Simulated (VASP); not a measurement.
# BaS (F-43m) in VASP: dielectric tensor with r2SCAN

Aim: the dielectric tensor of BaS with r2SCAN.

Everything below comes from runs of VASP 6.6.1. Logs are shortened: lines on timing, memory, paths and dates and some standing lists are left out, and cuts for length are marked.

**1. The cell of the first run**

It takes space group F-43m (No. 216, cubic). The conventional cell has a = 7.039 Å, b = 7.039 Å, c = 7.039 Å, α = 90.00°, β = 90.00°, γ = 90.00°. Within 4.0 Å of Ba (site symmetry -43m) lie 4 S at 3.05 Å. Within 4.0 Å of S (site symmetry -43m) lie 4 Ba at 3.05 Å.

**2. Dielectric tensor, r2SCAN**

File INCAR:

```
PREC = Accurate
ENCUT = 520
EDIFF = 1E-8
ISMEAR = 0
SIGMA = 0.01
LREAL = False
LASPH = True
NELM = 60
ALGO = Normal
ISIF = 2
LWAVE = False
LCHARG = False
METAGGA = R2SCAN
LMIXTAU = True
LCALCEPS = True
```

File KPOINTS:

```
regular mesh
0
Gamma
  6 6 6
```

File POSCAR:

```
BaS
1.0
    0.0000000000      3.5194117709      3.5194117709
    3.5194117709      0.0000000000      3.5194117709
    3.5194117709      3.5194117709      0.0000000000
Ba S
1 1
Direct
    0.0000000000      0.0000000000      0.0000000000
    0.2500000000      0.2500000000      0.2500000000
```

Potentials or basis: VASP PAW PBE potentials, release 64 (Ba_sv, S).

Started as:

```console
> cat potpaw_PBE.64/Ba_sv/POTCAR potpaw_PBE.64/S/POTCAR > POTCAR
> mpirun -np 1 vasp_std > vasp.out
```

OUTCAR:

```text
PREC = Accurate
   ENCUT = 520
   EDIFF = 1E-8
   ISMEAR = 0
   LREAL = False
   LASPH = True
   NELM = 60
   ISIF = 2
   METAGGA = R2SCAN

 ion  position               nearest neighbor table
   1  0.000  0.000  0.000-   2 3.05   2 3.05   2 3.05   2 3.05
   2  0.250  0.250  0.250-   1 3.05   1 3.05   1 3.05   1 3.05

  LATTYP: Found a face centered cubic cell.
 ALAT       =     7.0388235418

  Lattice vectors:

 A1 = (   0.0000000000,   3.5194117709,   3.5194117709)
 A2 = (   3.5194117709,   0.0000000000,   3.5194117709)
 A3 = (   3.5194117709,   3.5194117709,   0.0000000000)

Analysis of symmetry for initial positions (statically):
=====================================================================
 Subroutine PRICEL returns:
 Original cell was already a primitive cell.

 Routine SETGRP: Setting up the symmetry group for a
 face centered cubic supercell.

 Subroutine GETGRP returns: Found 24 space group operations
 (whereof 24 operations were pure point group operations)
 out of a pool of 48 trial point group operations.

The static configuration has the point symmetry T_d .

Analysis of symmetry for dynamics (positions and initial velocities):
=====================================================================
 Subroutine PRICEL returns:
 Original cell was already a primitive cell.

 Routine SETGRP: Setting up the symmetry group for a
 face centered cubic supercell.

 Subroutine GETGRP returns: Found 24 space group operations
 (whereof 24 operations were pure point group operations)
 out of a pool of 48 trial point group operations.

The dynamic configuration has the point symmetry T_d .

 Subroutine INISYM returns: Found 24 space group operations
 (whereof 24 operations are pure point group operations),
 and found     1 'primitive' translations

----------------------------------------------------------------------------------------

                                     Primitive cell

  volume of cell :      87.1847

  direct lattice vectors                    reciprocal lattice vectors
     0.000000000  3.519411771  3.519411771    -0.142069196  0.142069196  0.142069196
     3.519411771  0.000000000  3.519411771     0.142069196 -0.142069196  0.142069196
     3.519411771  3.519411771  0.000000000     0.142069196  0.142069196 -0.142069196

  length of vectors
     4.977199858  4.977199858  4.977199858     0.246071065  0.246071065  0.246071065

  position of ions in fractional coordinates (direct lattice)
     0.000000000  0.000000000  0.000000000
     0.250000000  0.250000000  0.250000000

  ion indices of the primitive-cell ions
   primitive index   ion index
                 1           1
                 2           2

----------------------------------------------------------------------------------------

 KPOINTS: regular mesh

Automatic generation of k-mesh.
 Grid dimensions read from file:
 generate k-points for:    6    6    6

 Generating k-lattice:

  Cartesian coordinates                     Fractional coordinates (reciprocal lattice)
    -0.023678199  0.023678199  0.023678199     0.166666667  0.000000000  0.000000000
     0.023678199 -0.023678199  0.023678199     0.000000000  0.166666667  0.000000000
     0.023678199  0.023678199 -0.023678199     0.000000000  0.000000000  0.166666667

  Length of vectors
     0.041011844  0.041011844  0.041011844

  Shift w.r.t. Gamma in fractional coordinates (k-lattice)
     0.000000000  0.000000000  0.000000000

 Subroutine IBZKPT returns following result:
 ===========================================

 Found     16 irreducible k-points:

 Following reciprocal coordinates:
            Coordinates               Weight
  0.000000  0.000000  0.000000      1.000000
  0.166667  0.000000  0.000000      8.000000
  0.333333  0.000000  0.000000      8.000000
  0.500000  0.000000  0.000000      4.000000
  0.166667  0.166667  0.000000      6.000000
  0.333333  0.166667  0.000000     24.000000
[... 8 lines left out ...]
 -0.333333  0.333333  0.166667     24.000000
 -0.333333  0.500000  0.166667     12.000000
   k-points           NKPTS =     16   k-points in BZ     NKDIM =     16   number of bands    NBANDS=     12
   number of dos      NEDOS =    301   number of ions     NIONS =      2
   total plane-waves  NPLWV =  64000
   dimension x,y,z NGX =    40 NGY =   40 NGZ =   40
   dimension x,y,z NGXF=    80 NGYF=   80 NGZF=   80
   ions per type =               1   1
   NGX,Y,Z   is equivalent  to a cutoff of  13.36, 13.36, 13.36 a.u.
   NGXF,Y,Z  is equivalent  to a cutoff of  26.72, 26.72, 26.72 a.u.
 SYSTEM =  unknown system
   PREC   = accura    normal or accurate (medium, high low for compatibility)
   ISTART =      0    job   : 0-new  1-cont  2-samecut
   ICHARG =      2    charge: 1-file 2-atom 10-const
   ISPIN  =      1    spin polarized calculation?
   LNONCOLLINEAR =      F non collinear calculations
   LSORBIT =      F    spin-orbit coupling
   LASPH  =      T    aspherical Exc in radial PAW
   ENCUT  =  520.0 eV  38.22 Ry    6.18 a.u.   9.25  9.25  9.25*2*pi/ulx,y,z
   NELM   =     60;   NELMIN=  2; NELMDL= -5     # of ELM steps
   EDIFF  = 0.1E-07   stopping-criterion for ELM
   LREAL  =      F    real-space projection
   EDIFFG = 0.1E-06   stopping-criterion for IOM
   NSW    =      0    number of steps for IOM
   IBRION =     -1    ionic relax: 0-MD 1-quasi-New 2-CG
   NFREE  =      0    steps in history (QN), initial steepest desc. (CG)
   ISIF   =      2    stress and relaxation
   ISYM   =      2    0-nonsym 1-usesym 2-fastsym
   POTIM  = 0.5000    time-step for ionic-motion
   TEBEG  =    0.0;   TEEND  =   0.0 temperature during run
   PSTRESS=    0.0 pullay stress
   NELECT =      16.0000    total number of electrons
   NUPDOWN=      -1.0000    fix difference up-down
   EMIN   =  10.00;   EMAX   =-10.00  energy-range for DOS
   EFERMI =   0.00;   METHOD = LEGACY
   ISMEAR =     0;   SIGMA  =   0.01  broadening in eV -4-tet -1-fermi 0-gaus
   EFERMI_NEDOS =   21; number of points for ismear=-14 and -15
   IALGO  =     38    algorithm
   IMIX   =      4    mixing-type and parameters
     AMIX     =   0.40;   BMIX     =  1.00
     AMIX_MAG =   1.60;   BMIX_MAG =  1.00
  volume/ion in A,a.u.               =      43.59       294.18
  Fermi-wavevector in a.u.,A,eV,Ry     =   0.930325  1.758060 11.775908  0.865505
  Thomas-Fermi vector in A             =   2.056702
   LORBIT       =      0    0 simple, 1 ext, 2 COOP (PROOUT), +10 PAW based schemes
   METAGGA = R2SCAN    functional components
   LHFCALC =     F    Hartree Fock is set to
   AEXX    =    0.0000 exact exchange contribution
   IVDW    =     0    specifies the selected vdW correction
   LEPSILON=     F    determine dielectric tensor
   LRPA    =     F    only Hartree local field effects (RPA)
   LRPA       =     F
 non-spin polarized calculation
 Gauss-broadening in eV      SIGMA  =   0.01
  energy-cutoff  :      520.00
  volume of cell :       87.18
 maximum number of plane-waves:      2397
 NGX is ok and might be reduce to    40
   NGX = 19   NGY = 19   NGZ = 19

 number of electron      15.9999999 magnetization

 Free energy of the ion-electron system (eV)
  ---------------------------------------------------
  ext. energy  EPLUGINS =         0.00000000
  ---------------------------------------------------
  free energy    TOTEN  =       -38.61641516 eV

  energy without entropy =      -38.61641516  energy(sigma->0) =      -38.61641516

 E-fermi :  -0.3347     XC(G=0):  -7.6048

 val. band max:       -0.4218581244   @ k =   0.5000   0.1667  -0.3333
 cond. band min:   10000.0000000000   @ k =   0.0000   0.0000   0.0000
 fundamental gap:  10000.4218581244
 Fermi energy:        -0.3346534433

 k-point     1 :       0.0000    0.0000    0.0000
  band No.  band energies     occupation
      1     -27.2541      2.00000
      2     -12.0115      2.00000
      3     -12.0102      2.00000
      4     -12.0089      2.00000
      5     -10.7773      2.00000
      6      -1.1001      2.00000
      7      -1.0999      2.00000
      8      -1.0998      2.00000
      9   10000.0000      0.00000
     10   10000.0000      0.00000
     11   10000.0000      0.00000
     12   10000.0000      0.00000

 k-point     2 :       0.1667    0.0000    0.0000
  band No.  band energies     occupation
      1     -27.2501      2.00000
      2     -12.2447      2.00000
      3     -12.0210      2.00000
      4     -12.0193      2.00000
      5     -10.5372      2.00000
      6      -1.1613      2.00000
      7      -1.0302      2.00000
      8      -1.0299      2.00000
      9   10000.0000      0.00000
     10   10000.0000      0.00000
     11   10000.0000      0.00000
     12   10000.0000      0.00000

 k-point     3 :       0.3333    0.0000    0.0000
  band No.  band energies     occupation
      1     -27.2420      2.00000
      2     -12.5737      2.00000
      3     -12.0416      2.00000
      4     -12.0399      2.00000
      5     -10.2036      2.00000
      6      -1.1168      2.00000
      7      -0.8995      2.00000
      8      -0.8991      2.00000
      9   10000.0000      0.00000
     10   10000.0000      0.00000
     11   10000.0000      0.00000
     12   10000.0000      0.00000
[... 286 lines left out ...]
 k-point    23 :       0.0000    0.1667    0.1667
  band No.  band energies     occupation
      1     -27.2487      2.00000
      2     -12.2888      2.00000
      3     -12.0360      2.00000
      4     -12.0359      2.00000
      5     -10.4658      2.00000
      6      -1.2793      2.00000
      7      -0.9512      2.00000
      8      -0.9512      2.00000
      9   10000.0000      0.00000
     10   10000.0000      0.00000
     11   10000.0000      0.00000
     12   10000.0000      0.00000

 k-point    24 :       0.0000    0.3333    0.1667
  band No.  band energies     occupation
      1     -27.2420      2.00000
      2     -12.5439      2.00000
      3     -12.0654      2.00000
      4     -12.0589      2.00000
      5     -10.1866      2.00000
      6      -1.2900      2.00000
      7      -0.8265      2.00000
      8      -0.8029      2.00000
      9   10000.0000      0.00000
     10   10000.0000      0.00000
     11   10000.0000      0.00000
     12   10000.0000      0.00000

 [... further k-points ...]

------------------------ aborting loop because EDIFF is reached ----------------------------------------

            Ionic dipole moment: p[ion]=(    10.55824    10.55824    10.55824 ) |e| Angst

 Total electronic dipole moment: p[elc]=(     0.02380     0.02380     0.03564 ) |e| Angst

 MACROSCOPIC STATIC DIELECTRIC TENSOR (including local field effects)
 ------------------------------------------------------
           3.458192     0.000000     0.000000
           0.000000     3.458192     0.000000
           0.000000     0.000000     3.458192
 ------------------------------------------------------

 PIEZOELECTRIC TENSOR (including local field effects) (e Angst)
          XX          YY          ZZ          XY          YZ          ZX
  --------------------------------------------------------------------------------
  x     0.00000     0.00000     0.00000    -0.00000    -1.90702     0.00000
  y     0.00000     0.00000     0.00000     0.00000     0.00000    -1.90702
  z     0.00000     0.00000     0.00000    -1.90702    -0.00000     0.00000

 PIEZOELECTRIC TENSOR (including local field effects) (C/m^2)
          XX          YY          ZZ          XY          YZ          ZX
  --------------------------------------------------------------------------------
  x     0.00000     0.00000     0.00000    -0.00000    -0.35045     0.00000
  y     0.00000     0.00000     0.00000     0.00000     0.00000    -0.35045
  z     0.00000     0.00000     0.00000    -0.35045    -0.00000     0.00000

 BORN EFFECTIVE CHARGES (including local field effects) (in |e|, cummulative output)
 ---------------------------------------------------------------------------------
 ion    1
    1     2.14215     0.00000     0.00000
    2     0.00000     2.14215     0.00000
    3    -0.00000     0.00000     2.14215
 ion    2
    1    -2.14215    -0.00000    -0.00000
    2    -0.00000    -2.14215    -0.00000
    3     0.00000    -0.00000    -2.14215

  FORCE on cell =-STRESS in cart. coord.  units (eV):
  Direction    XX          YY          ZZ          XY          YZ          ZX
  --------------------------------------------------------------------------------------
  -------------------------------------------------------------------------------------
  Total        0.2174089      0.2174089      0.2174089      0.0000000     -0.0000000      0.0000000
  in kB        3.9952843      3.9952843      3.9952843      0.0000000     -0.0000000      0.0000000
  external PRESSURE =       3.9952843 kB  Pullay stress =       0.0000000 kB

 VOLUME and BASIS-vectors are now :
 -----------------------------------------------------------------------------
  energy-cutoff  :      520.00
  volume of cell :       87.18
      direct lattice vectors                 reciprocal lattice vectors
     0.000000000  3.519411771  3.519411771    -0.142069196  0.142069196  0.142069196
     3.519411771  0.000000000  3.519411771     0.142069196 -0.142069196  0.142069196
     3.519411771  3.519411771  0.000000000     0.142069196  0.142069196 -0.142069196

 POSITION                                       TOTAL-FORCE (eV/Angst)
 -----------------------------------------------------------------------------------
      0.00000      0.00000      0.00000         0.000000      0.000000      0.000000
      1.75971      1.75971      1.75971        -0.000000     -0.000000     -0.000000
 -----------------------------------------------------------------------------------
    total drift:                                0.000000      0.000000      0.000000

  FREE ENERGIE OF THE ION-ELECTRON SYSTEM (eV)
  ---------------------------------------------------
  free  energy   TOTEN  =       -38.6164151557 eV

  energy  without entropy=      -38.6164151557  energy(sigma->0) =      -38.61641516
```

Run time: 52 min. Hardware: 1 thread of Intel Xeon Platinum 8488C (Sapphire Rapids), shared host; peak memory 0.52 GiB.

What came out:

- Band gap on the k mesh: 3.08 eV (least direct gap 3.68 eV)
- Electronic dielectric tensor (diagonal): 3.46
- Born charges (mean of the diagonal): Ba +2.14; S -2.14 e

Electronic dielectric tensor:
```
3.46 0.00 0.00
0.00 3.46 0.00
0.00 0.00 3.46
```

Born effective charge tensors (e):
atom 1, Ba
```
2.14 0.00 0.00
0.00 2.14 0.00
0.00 0.00 2.14
```
atom 2, S
```
-2.14  0.00  0.00
 0.00 -2.14  0.00
 0.00  0.00 -2.14
```

Dipole moments of the cell (e·Å, modulo the quantum): ionic 10.558, 10.558, 10.558; electronic 0.024, 0.024, 0.036

Caveat: the PAW data sets were made with another functional, which shifts forces and pressure a little; spin-orbit coupling is left out, which moves the levels of the heavy elements.
